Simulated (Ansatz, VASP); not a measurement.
**One calculation of Ga2F3, two programs**

Contents of INCAR:

```
PREC = Accurate ; ENCUT = 600
EDIFF = 1E-6 ; ISMEAR = 0
SIGMA = 0.1 ; LREAL = False
LASPH = True ; NELM = 60
ALGO = Normal ; ISIF = 3
LWAVE = False ; LCHARG = False
GGA = PE ; IBRION = 2
NSW = 90 ; EDIFFG = -0.04
```

Contents of KPOINTS:

```
regular mesh
0
Gamma
  6 6 4
```

Contents of POSCAR:

```
Ga2F3
1.0
    3.9474393439      0.0000000000      0.0000000000
   -1.9737196720      3.4185827517      0.0000000000
    0.0000000000      0.0000000000      4.7661689745
Ga F
2 3
Direct
    0.3333333333      0.6666666667      0.1380000000
    0.6666666667      0.3333333333      0.8620000000
    0.0000000000      0.0000000000      0.0000000000
    0.3333333333      0.6666666667      0.6250000000
    0.6666666667      0.3333333333      0.3750000000
```

Input for Ansatz:

```yaml
crystal:
  lattice:
    - [3.9474393439, 0.0, 0.0]
    - [-1.973719672, 3.4185827517, 0.0]
    - [0.0, 0.0, 4.7661689745]
  atoms:
    - { symbol: Ga, position: [0.3333333333, 0.6666666667, 0.138] }
    - { symbol: Ga, position: [0.6666666667, 0.3333333333, 0.862] }
    - { symbol: F, position: [0.0, 0.0, 0.0] }
    - { symbol: F, position: [0.3333333333, 0.6666666667, 0.625] }
    - { symbol: F, position: [0.6666666667, 0.3333333333, 0.375] }
basis:
  ecutwfc: 420
kpoints:
  mp_grid: { grid: [6, 6, 4] }
hamiltonian:
  xc: pbe
scf:
  occupations: { method: gaussian, width: 0.1 }
  lower_state_search: "off"
output:
  forces: true
  stress: true
  eigenvalues: true
relax:
  adjacent_minimum: "off"
  f_tol: 0.04
  max_steps: 70
  cell: { stress_tol: 0.4 }
```

Alike in both runs: task relaxation of cell and atoms; functional PBE; k mesh 6 × 6 × 4; occupations gaussian, width 0.1 eV; no spin polarisation.

|  | VASP | Ansatz |
| --- | --- | --- |
| version | VASP 6.6.1 | Ansatz 0.2.0 |
| potentials or method | VASP PAW PBE potentials, release 64 (Ga_d, F), cutoff 600 eV | scalar-relativistic, plane waves, PAW |
| valence electrons in the cell | 47 | 47 |

Ansatz gave:

| Property | Result |
| --- | --- |
| gap on the k mesh at the Fermi level, each at its own relaxed structure (eV) | none |
| relaxed volume (Å³/atom) | 14.58 |
| relaxed cell length with the largest relative difference (Å) | 4.761 |

Q: Which values does VASP return?

A: gap on the k mesh at the Fermi level, each at its own relaxed structure (eV): none; relaxed volume (Å³/atom): 14.54; relaxed cell length with the largest relative difference (Å): 4.745.

A gap of «none» marks a metal or a gap that the smearing closes.
